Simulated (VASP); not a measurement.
Set up this calculation in VASP 6.6.1, as the native input.

```
Task                   : single point
Functional             : PBE
Potentials or basis    : VASP PAW PBE potentials, release 64 (Zn, Se)
Cutoff                 : 520 eV
k mesh                 : 8 × 8 × 8
Occupations            : gaussian, width 0.02 eV
Spin                   : no spin polarisation
Dipole correction      : no
Further INCAR settings : ALGO = Normal; EDIFF = 1e-06; NBANDS = 16
```

The structure of ZnSe lies in POSCAR:

```
ZnSe
1.0
    0.0000000000      2.8074155558      2.8074155558
    2.8074155558      0.0000000000      2.8074155558
    2.8074155558      2.8074155558      0.0000000000
Zn Se
1 1
Direct
    0.0000000000      0.0000000000      0.0000000000
    0.2500000000      0.2500000000      0.2500000000
```

This cell differs from its parent crystal: volume scaled by 0.94.

The input as run:

INCAR

```
ALGO = Normal ; EDIFF = 1E-6
ENCUT = 520 ; GGA = PE
ISIF = 2 ; ISMEAR = 0
LASPH = T ; LCHARG = F
LREAL = F ; LWAVE = F
NBANDS = 16 ; NELM = 60
PREC = Accurate ; SIGMA = 0.02
```

KPOINTS

```
k-points
0
Gamma
  8 8 8
```

Potentials or basis: VASP PAW PBE potentials, release 64 (Zn, Se).

Launch:

```console
$ cat potpaw_PBE.64/Zn/POTCAR potpaw_PBE.64/Se/POTCAR > POTCAR
$ mpirun -np 1 vasp_std > vasp.out
```

It gave:

```json
{
 "Pressure": "4.3 GPa",
 "Band gap on the k mesh": "1.40 eV, direct"
}
```

It took 28 s on 1 thread of Intel Xeon 8259CL, with other jobs on the host, peak memory 0.18 GiB.
